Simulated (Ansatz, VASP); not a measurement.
# HfN: VASP beside Ansatz

The input INCAR:

```
SYSTEM = HfN
PREC = Accurate
ENCUT = 520
EDIFF = 1E-7
ISMEAR = 0
SIGMA = 0.15
LREAL = .FALSE.
LASPH = .TRUE.
NELM = 100
ALGO = Normal
ISIF = 2
LWAVE = .FALSE.
LCHARG = .FALSE.
GGA = PE
NBANDS = 14
```

File KPOINTS:

```
regular mesh
0
G
  16 16 16
  0 0 0
```

File POSCAR:

```
HfN
1.0
    0.0000000000      2.2738140414      2.2738140414
    2.2738140414      0.0000000000      2.2738140414
    2.2738140414      2.2738140414      0.0000000000
Hf N
1 1
Direct
   -0.0013390996      0.0013390996      0.0013390996
    0.5170638404      0.4829361596      0.4829361596
```

Input for Ansatz:

```yaml
crystal:
  lattice:
    - [0.0, 2.2738140414, 2.2738140414]
    - [2.2738140414, 0.0, 2.2738140414]
    - [2.2738140414, 2.2738140414, 0.0]
  atoms:
    - { symbol: Hf, position: [-0.0013390996, 0.0013390996, 0.0013390996] }
    - { symbol: "N", position: [0.5170638404, 0.4829361596, 0.4829361596] }
basis:
  ecutwfc: 520.0
kpoints:
  mp_grid: { grid: [16, 16, 16] }
hamiltonian:
  xc: pbe
  pseudopotentials: { kind: paw, azcp: { folder: soft_1 } }
scf:
  occupations: { method: gaussian, width: 0.15 }
output:
  forces: true
  stress: true
  eigenvalues: true
```

Change from the starting cell: mode 4 frozen in at -0.078 Å and mode 6 at +0.000 Å (largest displacements).

Alike in both runs: task single point; functional PBE; k mesh 16 × 16 × 16; occupations gaussian, width 0.15 eV; no spin polarisation.

|  | VASP | Ansatz |
| --- | --- | --- |
| version | VASP 6.6.1 | Ansatz 0.2.0 |
| potentials or method | VASP PAW PBE potentials, release 64 (Hf_pv, N), cutoff 520 eV | scalar-relativistic, plane waves, PAW |
| valence electrons in the cell | 15 | 31 |

Ansatz gave:

```
gap on the k mesh at the Fermi level (eV)                     : none
pressure (GPa)                                                : 0.9
traceless stress, the component that is largest in VASP (GPa) : 1.72
rms of the force components (eV/Å)                            : 0.532
```

**Question.** Estimate VASP's values.

**Answer.** gap on the k mesh at the Fermi level (eV): none; pressure (GPa): -1.4; traceless stress, the component that is largest in VASP (GPa): 1.69; rms of the force components (eV/Å): 0.531.

Atom by atom the forces differ by 0.001 eV/Å (rms over components). A gap of «none» marks a metal or a gap that the smearing closes. VASP's potentials hold 15 valence electrons a cell and Ansatz's 31, so a difference there can come from the potentials and not from the codes.

Neither program's run includes spin-orbit coupling.
